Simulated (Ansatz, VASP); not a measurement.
# BN in VASP and in Ansatz

Contents of INCAR:

```
SYSTEM = BN
ALGO = Normal
EDIFF = 1E-7
ENCUT = 520
GGA = PE
ISIF = 2
ISMEAR = -1
LASPH = .TRUE.
LCHARG = .FALSE.
LREAL = .FALSE.
LWAVE = .FALSE.
NBANDS = 11
NELM = 60
PREC = Accurate
SIGMA = 0.05
```

The input KPOINTS:

```
k-points
0
G
  8 8 8
  0 0 0
```

The input POSCAR:

```
BN
1.0
    0.0000000000      1.8130010000      1.8130010000
    1.8130010000      0.0000000000      1.8130010000
    1.8130010000      1.8130010000      0.0000000000
N B
1 1
Direct
    0.2500000000      0.2500000000      0.2500000000
    0.0000000000      0.0000000000      0.0000000000
```

Contents of input.yaml:

```yaml
crystal:
  lattice:
    - [0.0, 1.813001, 1.813001]
    - [1.813001, 0.0, 1.813001]
    - [1.813001, 1.813001, 0.0]
  atoms:
    - { symbol: "N", position: [0.25, 0.25, 0.25] }
    - { symbol: B, position: [0.0, 0.0, 0.0] }
kpoints:
  mp_grid: { grid: [8, 8, 8] }
scf:
  occupations: { method: fermi_dirac, width: 0.05 }
hamiltonian:
  xc: pbe
  pseudopotentials: { kind: all_electron, datasets: crystal }
output:
  forces: true
  stress: true
  eigenvalues: true
  elf: true
  volumetric_format: npy
```

Alike in both runs: task single point; functional PBE; k mesh 8 × 8 × 8; occupations fermi-dirac, width 0.05 eV; no spin polarisation.

|  | VASP | Ansatz |
| --- | --- | --- |
| version | VASP 6.6.1 | Ansatz 0.2.0 |
| potentials or method | VASP PAW PBE potentials, release 64 (N, B), cutoff 520 eV | all-electron PAW datasets made for the crystal |

VASP gave:

| Item | Value |
| --- | --- |
| gap on the k mesh at the Fermi level (eV) | 4.45 |
| least direct gap on the mesh (eV) | 8.78 |
| pressure (GPa) | -0.2 |

**Question.** Which values does Ansatz return?

**Answer.** gap on the k mesh at the Fermi level (eV): 4.46; least direct gap on the mesh (eV): 8.78; pressure (GPa): -0.4.

Ansatz ran all-electron here, and VASP with PAW potentials.
